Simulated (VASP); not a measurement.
# Hg2H3F (P4mm) in VASP: single point with PBE

Aim: the single point of Hg2H3F with PBE.

Everything below comes from runs of VASP 6.6.1. Logs are shortened: lines on timing, memory, paths and dates and some standing lists are left out, and cuts for length are marked.

## (1) The cell of the first run

It takes space group P4mm (No. 99, tetragonal). The conventional cell has a = 4.195 Å, b = 4.195 Å, c = 7.626 Å, α = 90.00°, β = 90.00°, γ = 90.00°. Within 3.6 Å of Hg (site symmetry 4mm) lie 5 H at 2.61 to 3.53 Å and 4 Hg at 3.42 Å and 1 F at 3.56 Å. Within 4.5 Å of Hg (site symmetry 4mm) lie 8 H at 3.26 to 4.45 Å and 8 Hg at 3.42 to 4.20 Å and 4 F at 3.80 Å. Within 1.0 Å of H (site symmetry 4mm) lie 1 H at 0.75 Å. Within 1.0 Å of H (site symmetry 4mm) lie 1 H at 0.75 Å. Within 1.3 Å of H (site symmetry 4mm) lie 1 F at 0.94 Å. F (site symmetry 4mm) has 1 H at 0.94 Å within 1.3 Å.

## (2) Single point, PBE

Contents of INCAR:

```
PREC     = Accurate       # precision mode
ENCUT    = 700            # plane-wave cutoff, eV
EDIFF    = 1E-6           # SCF threshold, eV
ISMEAR   = 0              # smearing method
SIGMA    = 0.02           # smearing width, eV
LREAL    = False          # projectors in reciprocal space
LASPH    = True           # aspherical terms in the spheres
NELM     = 120            # most SCF steps
ALGO     = Normal         # electronic algorithm
ISIF     = 2              # what is computed and relaxed
LWAVE    = False          # write WAVECAR
LCHARG   = True           # write CHGCAR
GGA      = PE             # functional
LELF     = True           # ELF
LVHAR    = True         
NBANDS   = 34             # bands
GGA_COMPAT= False
```

Contents of KPOINTS:

```
Automatic mesh
0
Gamma
  6 6 4
```

Contents of POSCAR:

```
Hg2H3F
1.0
    4.1954773161      0.0000000000      0.0000000000
    0.0000000000      4.1954773161      0.0000000000
    0.0000000000      0.0000000000      7.6263982928
Hg H F
2 3 1
Direct
    0.0000000000      0.0000000000      0.0101606515
    0.5000000000      0.5000000000      0.2329925667
    0.5000000000      0.5000000000      0.6603455287
    0.5000000000      0.5000000000      0.7590025963
    0.0000000000      0.0000000000      0.6675754927
    0.0000000000      0.0000000000      0.5439231642
```

Potentials or basis: VASP PAW PBE potentials, release 64 (Hg_sv_GW, H, F).

The run is started by

```
$ cat potpaw_PBE.64/Hg_sv_GW/POTCAR potpaw_PBE.64/H/POTCAR potpaw_PBE.64/F/POTCAR > POTCAR
$ mpirun -np 1 vasp_std > vasp.out
```

OUTCAR:

```text
PREC = Accurate
   ENCUT = 700
   EDIFF = 1E-6
   ISMEAR = 0
   LREAL = False
   LASPH = True
   NELM = 120
   ISIF = 2
   GGA = PE

 ion  position               nearest neighbor table
   1  0.000  0.000  0.010-
   2  0.500  0.500  0.233-
   3  0.500  0.500  0.660-   4 0.75
   4  0.500  0.500  0.759-   3 0.75
   5  0.000  0.000  0.668-   6 0.94
   6  0.000  0.000  0.544-   5 0.94

  LATTYP: Found a simple tetragonal cell.
 ALAT       =     4.1954773161
 C/A-ratio  =     1.8177665420

  Lattice vectors:

 A1 = (   4.1954773161,   0.0000000000,   0.0000000000)
 A2 = (   0.0000000000,   4.1954773161,   0.0000000000)
 A3 = (   0.0000000000,   0.0000000000,   7.6263982928)

Analysis of symmetry for initial positions (statically):
=====================================================================
 Subroutine PRICEL returns:
 Original cell was already a primitive cell.

 Routine SETGRP: Setting up the symmetry group for a
 simple tetragonal supercell.

 Subroutine GETGRP returns: Found  8 space group operations
 (whereof  8 operations were pure point group operations)
 out of a pool of 16 trial point group operations.

The static configuration has the point symmetry C_4v.

Analysis of symmetry for dynamics (positions and initial velocities):
=====================================================================
 Subroutine PRICEL returns:
 Original cell was already a primitive cell.

 Routine SETGRP: Setting up the symmetry group for a
 simple tetragonal supercell.

 Subroutine GETGRP returns: Found  8 space group operations
 (whereof  8 operations were pure point group operations)
 out of a pool of 16 trial point group operations.

The dynamic configuration has the point symmetry C_4v.

 Subroutine INISYM returns: Found  8 space group operations
 (whereof  8 operations are pure point group operations),
 and found     1 'primitive' translations

----------------------------------------------------------------------------------------

                                     Primitive cell

  volume of cell :     134.2401

  direct lattice vectors                    reciprocal lattice vectors
     4.195477316  0.000000000  0.000000000     0.238351902  0.000000000  0.000000000
     0.000000000  4.195477316  0.000000000     0.000000000  0.238351902  0.000000000
     0.000000000  0.000000000  7.626398293     0.000000000  0.000000000  0.131123495

  length of vectors
     4.195477316  4.195477316  7.626398293     0.238351902  0.238351902  0.131123495

  position of ions in fractional coordinates (direct lattice)
     0.000000000  0.000000000  0.010160652
     0.500000000  0.500000000  0.232992567
     0.500000000  0.500000000  0.660345529
     0.500000000  0.500000000  0.759002596
     0.000000000  0.000000000  0.667575493
     0.000000000  0.000000000  0.543923164

  ion indices of the primitive-cell ions
   primitive index   ion index
                 1           1
                 2           2
                 3           3
                 4           4
                 5           5
                 6           6

----------------------------------------------------------------------------------------

 KPOINTS: Automatic mesh

Automatic generation of k-mesh.
 Grid dimensions read from file:
 generate k-points for:    6    6    4

 Generating k-lattice:

  Cartesian coordinates                     Fractional coordinates (reciprocal lattice)
     0.039725317  0.000000000  0.000000000     0.166666667  0.000000000  0.000000000
     0.000000000  0.039725317  0.000000000     0.000000000  0.166666667  0.000000000
     0.000000000  0.000000000  0.032780874     0.000000000  0.000000000  0.250000000

  Length of vectors
     0.039725317  0.039725317  0.032780874

  Shift w.r.t. Gamma in fractional coordinates (k-lattice)
     0.000000000  0.000000000  0.000000000

 Subroutine IBZKPT returns following result:
 ===========================================

 Found     30 irreducible k-points:

 Following reciprocal coordinates:
            Coordinates               Weight
  0.000000  0.000000  0.000000      1.000000
  0.166667  0.000000  0.000000      4.000000
  0.333333  0.000000  0.000000      4.000000
  0.500000  0.000000  0.000000      2.000000
  0.166667  0.166667  0.000000      4.000000
  0.333333  0.166667  0.000000      8.000000
[... 16 lines left out ...]
  0.333333  0.000000  0.500000      4.000000
  0.500000  0.000000  0.500000      2.000000
 [... further k-points ...]
   k-points           NKPTS =     30   k-points in BZ     NKDIM =     30   number of bands    NBANDS=     34
   number of dos      NEDOS =    301   number of ions     NIONS =      6
   total plane-waves  NPLWV =  90720
   dimension x,y,z NGX =    36 NGY =   36 NGZ =   70
   dimension x,y,z NGXF=    72 NGYF=   72 NGZF=  140
   ions per type =               2   3   1
   NGX,Y,Z   is equivalent  to a cutoff of  14.27, 14.27, 15.26 a.u.
   NGXF,Y,Z  is equivalent  to a cutoff of  28.53, 28.53, 30.52 a.u.
 SYSTEM =  unknown system
   PREC   = accura    normal or accurate (medium, high low for compatibility)
   ISTART =      0    job   : 0-new  1-cont  2-samecut
   ICHARG =      2    charge: 1-file 2-atom 10-const
   ISPIN  =      1    spin polarized calculation?
   LNONCOLLINEAR =      F non collinear calculations
   LSORBIT =      F    spin-orbit coupling
   LASPH  =      T    aspherical Exc in radial PAW
   ENCUT  =  700.0 eV  51.45 Ry    7.17 a.u.   9.05  9.05 16.45*2*pi/ulx,y,z
   NELM   =    120;   NELMIN=  2; NELMDL= -5     # of ELM steps
   EDIFF  = 0.1E-05   stopping-criterion for ELM
   LREAL  =      F    real-space projection
   EDIFFG = 0.1E-04   stopping-criterion for IOM
   NSW    =      0    number of steps for IOM
   IBRION =     -1    ionic relax: 0-MD 1-quasi-New 2-CG
   NFREE  =      0    steps in history (QN), initial steepest desc. (CG)
   ISIF   =      2    stress and relaxation
   ISYM   =      2    0-nonsym 1-usesym 2-fastsym
   POTIM  = 0.5000    time-step for ionic-motion
   TEBEG  =    0.0;   TEEND  =   0.0 temperature during run
   PSTRESS=    0.0 pullay stress
   NELECT =      50.0000    total number of electrons
   NUPDOWN=      -1.0000    fix difference up-down
   EMIN   =  10.00;   EMAX   =-10.00  energy-range for DOS
   EFERMI =   0.00;   METHOD = LEGACY
   ISMEAR =     0;   SIGMA  =   0.02  broadening in eV -4-tet -1-fermi 0-gaus
   EFERMI_NEDOS =   21; number of points for ismear=-14 and -15
   IALGO  =     38    algorithm
   IMIX   =      4    mixing-type and parameters
     AMIX     =   0.40;   BMIX     =  1.00
     AMIX_MAG =   1.60;   BMIX_MAG =  1.00
  volume/ion in A,a.u.               =      22.37       150.98
  Fermi-wavevector in a.u.,A,eV,Ry     =   1.177888  2.225886 18.877005  1.387421
  Thomas-Fermi vector in A             =   2.314227
   LORBIT       =      0    0 simple, 1 ext, 2 COOP (PROOUT), +10 PAW based schemes
   GGA     = PE    functional components
   LHFCALC =     F    Hartree Fock is set to
   AEXX    =    0.0000 exact exchange contribution
   IVDW    =     0    specifies the selected vdW correction
   LEPSILON=     F    determine dielectric tensor
   LRPA    =     F    only Hartree local field effects (RPA)
 non-spin polarized calculation
 Gauss-broadening in eV      SIGMA  =   0.02
  energy-cutoff  :      700.00
  volume of cell :      134.24
 maximum number of plane-waves:      5696
   NGX = 19   NGY = 19   NGZ = 33

 number of electron      50.0000018 magnetization

 Free energy of the ion-electron system (eV)
  ---------------------------------------------------
  ext. energy  EPLUGINS =         0.00000000
  ---------------------------------------------------
  free energy    TOTEN  =       -15.06390179 eV

  energy without entropy =      -15.06390179  energy(sigma->0) =      -15.06390179

 E-fermi :  -1.3691     XC(G=0):  -7.2923

 val. band max:       -1.5166400309   @ k =   0.0000   0.0000   0.5000
 cond. band min:       1.0463547046   @ k =   0.5000   0.5000   0.0000
 fundamental gap:      2.5629947356
 Fermi energy:        -1.3690732486

 k-point     1 :       0.0000    0.0000    0.0000
  band No.  band energies     occupation
      1    -114.3833      2.00000
      2    -114.1013      2.00000
      3     -62.7498      2.00000
      4     -62.7180      2.00000
      5     -62.7180      2.00000
      6     -62.4513      2.00000
[... 26 lines left out ...]
     33       8.3414      0.00000
     34       8.5492      0.00000

 k-point     2 :       0.1667    0.0000    0.0000
  band No.  band energies     occupation
      1    -114.3834      2.00000
      2    -114.1013      2.00000
      3     -62.7498      2.00000
      4     -62.7181      2.00000
      5     -62.7180      2.00000
      6     -62.4513      2.00000
[... 26 lines left out ...]
     33       8.3726      0.00000
     34       8.9077      0.00000

 k-point     3 :       0.3333    0.0000    0.0000
  band No.  band energies     occupation
      1    -114.3834      2.00000
      2    -114.1013      2.00000
      3     -62.7498      2.00000
      4     -62.7182      2.00000
      5     -62.7180      2.00000
      6     -62.4515      2.00000
[... 26 lines left out ...]
     33       8.5131      0.00000
     34       8.9211      0.00000
[... 704 lines left out ...]
 k-point    23 :       0.3333    0.0000    0.5000
  band No.  band energies     occupation
      1    -114.3834      2.00000
      2    -114.1013      2.00000
      3     -62.7498      2.00000
      4     -62.7182      2.00000
      5     -62.7180      2.00000
      6     -62.4515      2.00000
[... 26 lines left out ...]
     33       7.8743      0.00000
     34       9.1440      0.00000

 k-point    24 :       0.5000    0.0000    0.5000
  band No.  band energies     occupation
      1    -114.3833      2.00000
      2    -114.1013      2.00000
      3     -62.7498      2.00000
      4     -62.7183      2.00000
      5     -62.7180      2.00000
      6     -62.4515      2.00000
[... 26 lines left out ...]
     33       7.7512      0.00000
     34       8.9650      0.00000

 [... further k-points ...]

------------------------ aborting loop because EDIFF is reached ----------------------------------------

  FORCE on cell =-STRESS in cart. coord.  units (eV):
  Direction    XX          YY          ZZ          XY          YZ          ZX
  --------------------------------------------------------------------------------------
  -------------------------------------------------------------------------------------
  Total       -0.0882924     -0.0882924      0.0459976      0.0000000      0.0000000      0.0000000
  in kB       -1.0537844     -1.0537844      0.5489888      0.0000000      0.0000000      0.0000000
  external PRESSURE =      -0.5195267 kB  Pullay stress =       0.0000000 kB

 VOLUME and BASIS-vectors are now :
 -----------------------------------------------------------------------------
  energy-cutoff  :      700.00
  volume of cell :      134.24
      direct lattice vectors                 reciprocal lattice vectors
     4.195477316  0.000000000  0.000000000     0.238351902  0.000000000  0.000000000
     0.000000000  4.195477316  0.000000000     0.000000000  0.238351902  0.000000000
     0.000000000  0.000000000  7.626398293     0.000000000  0.000000000  0.131123495

 POSITION                                       TOTAL-FORCE (eV/Angst)
 -----------------------------------------------------------------------------------
      0.00000      0.00000      0.07749         0.000000      0.000000     -0.004577
      2.09774      2.09774      1.77689         0.000000     -0.000000      0.002935
      2.09774      2.09774      5.03606         0.000000      0.000000      0.022091
      2.09774      2.09774      5.78846         0.000000      0.000000     -0.022726
      0.00000      0.00000      5.09120         0.000000      0.000000      0.276207
      0.00000      0.00000      4.14817         0.000000      0.000000     -0.273930
 -----------------------------------------------------------------------------------
    total drift:                                0.000000      0.000000      0.001447

  FREE ENERGIE OF THE ION-ELECTRON SYSTEM (eV)
  ---------------------------------------------------
  free  energy   TOTEN  =       -15.0639017857 eV

  energy  without entropy=      -15.0639017857  energy(sigma->0) =      -15.06390179
```

Wall time 3.5 min (1 thread of Intel Xeon Platinum 8375C at 2.90GHz (Ice Lake), shared host); peak memory 0.43 GiB.

Results:

- Free energy: -15.0639 eV
- Pressure: -0.1 GPa
- Largest force: 0.276 eV/Å
- Band gap on the k mesh: 2.56 eV (least direct gap 2.71 eV)

Forces on the atoms (eV/Å):
```
Hg   0.000  0.000 -0.005
Hg   0.000  0.000  0.003
H    0.000  0.000  0.022
H    0.000  0.000 -0.023
H    0.000  0.000  0.276
F    0.000  0.000 -0.274
```

Stress tensor (GPa, compression positive):
```
-0.11  0.00  0.00
 0.00 -0.11  0.00
 0.00  0.00  0.05
```

Caveat: spin-orbit coupling is left out, which moves the levels of the heavy elements.
